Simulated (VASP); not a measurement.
# CO2 (P6/mmm) in VASP: notebook, part 2 of 2

VASP 6.6.1. Earlier steps stand in the parts before.

**3. Single point, PBEsol**

This run uses another cell than the first one, of 8.09 Å³/atom.

Contents of INCAR:

```
PREC = Accurate ; ENCUT = 520
EDIFF = 1E-7 ; ISMEAR = -1
SIGMA = 0.02 ; LREAL = False
LASPH = True ; NELM = 100
ALGO = Normal ; ISIF = 2
LWAVE = False ; LCHARG = False
GGA = PS ; NBANDS = 15
```

Contents of KPOINTS:

```
regular mesh
0
Gamma
  8 8 9
```

Contents of POSCAR:

```
CO2
1.0
    3.3108083493      0.0000000000      0.0000000000
   -1.6554041747      2.8672441376      0.0000000000
    0.0000000000      0.0000000000      2.5571943748
C O
1 2
Direct
    0.0000000000      0.0000000000      0.0000000000
    0.3333333333      0.6666666667      0.5000000000
    0.6666666667      0.3333333333      0.5000000000
```

Potentials or basis: VASP PAW PBE potentials, release 64 (C, O).

On the command line:

```
> cat potpaw_PBE.64/C/POTCAR potpaw_PBE.64/O/POTCAR > POTCAR
> mpirun -np 1 vasp_std > vasp.out
```

OUTCAR:

```text
PREC = Accurate
   ENCUT = 520
   EDIFF = 1E-7
   ISMEAR = -1
   LREAL = False
   LASPH = True
   NELM = 100
   ISIF = 2
   GGA = PS

 ion  position               nearest neighbor table
   1  0.000  0.000  0.000-
   2  0.333  0.667  0.500-   3 1.91   3 1.91   3 1.91
   3  0.667  0.333  0.500-   2 1.91   2 1.91   2 1.91

  LATTYP: Found a hexagonal cell.
 ALAT       =     3.3108083493
 C/A-ratio  =     0.7723776507

  Lattice vectors:

 A1 = (   3.3108083493,   0.0000000000,   0.0000000000)
 A2 = (  -1.6554041747,   2.8672441376,   0.0000000000)
 A3 = (   0.0000000000,   0.0000000000,   2.5571943748)

Analysis of symmetry for initial positions (statically):
=====================================================================
 Subroutine PRICEL returns:
 Original cell was already a primitive cell.

 Routine SETGRP: Setting up the symmetry group for a
 hexagonal supercell.

 Subroutine GETGRP returns: Found 24 space group operations
 (whereof 24 operations were pure point group operations)
 out of a pool of 24 trial point group operations.

The static configuration has the point symmetry D_6h.

Analysis of symmetry for dynamics (positions and initial velocities):
=====================================================================
 Subroutine PRICEL returns:
 Original cell was already a primitive cell.

 Routine SETGRP: Setting up the symmetry group for a
 hexagonal supercell.

 Subroutine GETGRP returns: Found 24 space group operations
 (whereof 24 operations were pure point group operations)
 out of a pool of 24 trial point group operations.

The dynamic configuration has the point symmetry D_6h.

 Subroutine INISYM returns: Found 24 space group operations
 (whereof 24 operations are pure point group operations),
 and found     1 'primitive' translations

----------------------------------------------------------------------------------------

                                     Primitive cell

  volume of cell :      24.2752

[... 120 lines left out ...]
   LRPA    =     F    only Hartree local field effects (RPA)
 non-spin polarized calculation
  energy-cutoff  :      520.00
  volume of cell :       24.28
 maximum number of plane-waves:       666
 NGX is ok and might be reduce to    28
   NGX = 13   NGY = 13   NGZ =  9

 number of electron      16.0000005 magnetization

 Free energy of the ion-electron system (eV)
  ---------------------------------------------------
  ext. energy  EPLUGINS =         0.00000000
  ---------------------------------------------------
  free energy    TOTEN  =       -11.41080013 eV

  energy without entropy =      -11.40920607  energy(sigma->0) =      -11.41000310

 E-fermi :   3.8412     XC(G=0): -12.2548

 val. band max:        3.8244695067   @ k =   0.3750   0.0000   0.2222
 cond. band min:       3.8712474716   @ k =   0.1250   0.1250   0.1111
 fundamental gap:      0.0467779649
 Fermi energy:         3.8412449557

 k-point     1 :       0.0000    0.0000    0.0000
  band No.  band energies     occupation
      1     -17.6999      2.00000
      2     -10.7560      2.00000
      3      -3.9986      2.00000
      4      -1.5970      2.00000
      5      -1.5970      2.00000
      6       0.8253      2.00000
      7       1.0171      2.00000
      8       1.0171      2.00000
      9       4.4872      0.00000
     10       7.8373      0.00000
     11       7.8373      0.00000
     12       7.9132      0.00000
     13      16.5380      0.00000
     14      25.0908      0.00000
[... 401 lines left out ...]
      2     -12.8535      2.00000
      3      -5.6756      2.00000
      4      -2.8493      2.00000
      5      -0.9699      2.00000
      6       1.3751      2.00000
      7       2.3247      2.00000
      8       3.8245      1.39641
      9       4.5280      0.00000
     10       5.9095      0.00000
     11       6.1703      0.00000
     12       6.6873      0.00000
     13      21.0913      0.00000
     14      23.5768      0.00000
     15      24.2225      0.00000

 [... further k-points ...]

------------------------ aborting loop because EDIFF is reached ----------------------------------------

  FORCE on cell =-STRESS in cart. coord.  units (eV):
  Direction    XX          YY          ZZ          XY          YZ          ZX
  --------------------------------------------------------------------------------------
  -------------------------------------------------------------------------------------
  Total       -0.0186495     -0.0186495     -0.0471913      0.0000000      0.0000000      0.0000000
  in kB       -1.2308768     -1.2308768     -3.1146536      0.0000000      0.0000000      0.0000000
  external PRESSURE =      -1.8588024 kB  Pullay stress =       0.0000000 kB

 VOLUME and BASIS-vectors are now :
 -----------------------------------------------------------------------------
  energy-cutoff  :      520.00
  volume of cell :       24.28
      direct lattice vectors                 reciprocal lattice vectors
     3.310808349  0.000000000  0.000000000     0.302041041  0.174383476  0.000000000
    -1.655404175  2.867244138  0.000000000     0.000000000  0.348766953  0.000000000
     0.000000000  0.000000000  2.557194375     0.000000000  0.000000000  0.391053574

 POSITION                                       TOTAL-FORCE (eV/Angst)
 -----------------------------------------------------------------------------------
      0.00000      0.00000      0.00000         0.000000      0.000000      0.000000
     -0.00000      1.91150      1.27860         0.000000     -0.000000      0.000000
      1.65540      0.95575      1.27860        -0.000000      0.000000      0.000000
 -----------------------------------------------------------------------------------
    total drift:                               -0.000000      0.000000     -0.000000

  FREE ENERGIE OF THE ION-ELECTRON SYSTEM (eV)
  ---------------------------------------------------
  free  energy   TOTEN  =       -11.4108001287 eV

  energy  without entropy=      -11.4092060692  energy(sigma->0) =      -11.41000310
```

OSZICAR:

```text
N       E                     dE             d eps       ncg     rms          rms(c)
DAV:   1     0.473979655729E+02    0.47398E+02   -0.88709E+03  1516   0.105E+03
DAV:   2    -0.105935573319E+02   -0.57992E+02   -0.51369E+02  1850   0.198E+02
DAV:   3    -0.123106113144E+02   -0.17171E+01   -0.17083E+01  1829   0.327E+01
DAV:   4    -0.123161828523E+02   -0.55715E-02   -0.55712E-02  1885   0.209E+00
DAV:   5    -0.123162000282E+02   -0.17176E-04   -0.17176E-04  1885   0.113E-01    0.654E+00
DAV:   6    -0.120274981091E+02    0.28870E+00   -0.24678E+00  1612   0.142E+01    0.684E+00
DAV:   7    -0.114615544787E+02    0.56594E+00   -0.12770E+00  1544   0.860E+00    0.179E+00
DAV:   8    -0.114202906264E+02    0.41264E-01   -0.12046E-01  1682   0.329E+00    0.732E-01
DAV:   9    -0.114107422700E+02    0.95484E-02   -0.15125E-02  1738   0.106E+00    0.109E-01
DAV:  10    -0.114107921385E+02   -0.49869E-04   -0.10345E-03  1808   0.256E-01    0.565E-02
DAV:  11    -0.114107991035E+02   -0.69650E-05   -0.66412E-05  1745   0.685E-02    0.847E-03
DAV:  12    -0.114108005078E+02   -0.14042E-05   -0.59241E-06  1829   0.217E-02    0.857E-03
DAV:  13    -0.114108000245E+02    0.48330E-06   -0.13946E-06  1738   0.997E-03    0.113E-03
DAV:  14    -0.114108001590E+02   -0.13449E-06   -0.22179E-07  1520   0.386E-03    0.666E-04
DAV:  15    -0.114108001287E+02    0.30281E-07   -0.47722E-09   974   0.610E-04
   1 F= -.11410800E+02 E0= -.11410003E+02  d E =-.159406E-02
```

Run time: 8.4 s. Hardware: 1 thread of Intel Xeon 6975P-C (Granite Rapids), shared host; peak memory 0.14 GiB.

Results:

```
Free energy            : -11.4108 eV
Pressure               : -0.2 GPa
Band gap on the k mesh : zero (bands 8 and 9 overlap by 1.42 eV)
```

Levels at points of the mesh, in eV from the Fermi level:
```tsv
k point	band 4	band 5	band 6	band 7	band 8	band 9	band 10	band 11	band 12	band 13
(0.00, 0.00, 0.00)	-5.44	-5.44	-3.02	-2.82	-2.82	0.65	4.00	4.00	4.07	12.70
(0.50, 0.00, 0.00)	-7.39	-1.45	-1.39	-0.86	-0.62	1.40	1.80	2.43	3.07	15.22
```

Caveat: the PAW data sets were made with another functional, which shifts forces and pressure a little.
